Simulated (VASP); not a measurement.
Here is a VASP 6.6.1 calculation.

The input INCAR:

```
SYSTEM = GePt
PREC     = Accurate       ! precision mode
ENCUT    = 500            ! plane-wave cutoff, eV
EDIFF    = 1E-6           ! SCF threshold, eV
ISMEAR   = 0              ! smearing method
SIGMA    = 0.1            ! smearing width, eV
LREAL    = .FALSE.        ! projectors in reciprocal space
LASPH    = .TRUE.         ! aspherical terms in the spheres
NELM     = 120            ! most SCF steps
ALGO     = Normal         ! electronic algorithm
ISIF     = 2              ! what is computed and relaxed
LWAVE    = .FALSE.        ! write WAVECAR
LCHARG   = .FALSE.        ! write CHGCAR
GGA      = PS             ! functional
NBANDS   = 58             ! bands
GGA_COMPAT= .FALSE.
```

File KPOINTS:

```
Automatic mesh
0
G
  4 6 4
  0 0 0
```

File POSCAR:

```
GePt
1.0
    5.7264035593      0.0000000000      0.0000000000
    0.0000000000      3.7081771966      0.0000000000
    0.0000000000      0.0000000000      6.0977936352
Pt Ge
4 4
Direct
    0.9982382540      0.7500000000      0.1913306942
    0.0017617460      0.2500000000      0.8086693058
    0.5017617460      0.2500000000      0.6913306942
    0.4982382540      0.7500000000      0.3086693058
    0.8160085987      0.7500000000      0.5880502860
    0.1839914013      0.2500000000      0.4119497140
    0.6839914013      0.2500000000      0.0880502860
    0.3160085987      0.7500000000      0.9119497140
```

Potentials or basis: VASP PAW PBE potentials, release 64 (Pt, Ge_d).

Launch:

```bash
$ cat potpaw_PBE.64/Pt/POTCAR potpaw_PBE.64/Ge_d/POTCAR > POTCAR
$ mpirun -np 1 vasp_std > vasp.out
```

Q: Estimate the pressure.

A: -0.3 GPa.

Q: Estimate the band gap on the k mesh.

A: Zero (bands 48 and 49 overlap by 1.15 eV).

Stress tensor (GPa, compression positive):
```
 0.01  0.00  0.00
 0.00 -0.39  0.00
 0.00  0.00 -0.57
```

Caveat: the PAW data sets were made with another functional, which shifts forces and pressure a little; spin-orbit coupling is left out, which moves the levels of the heavy elements.
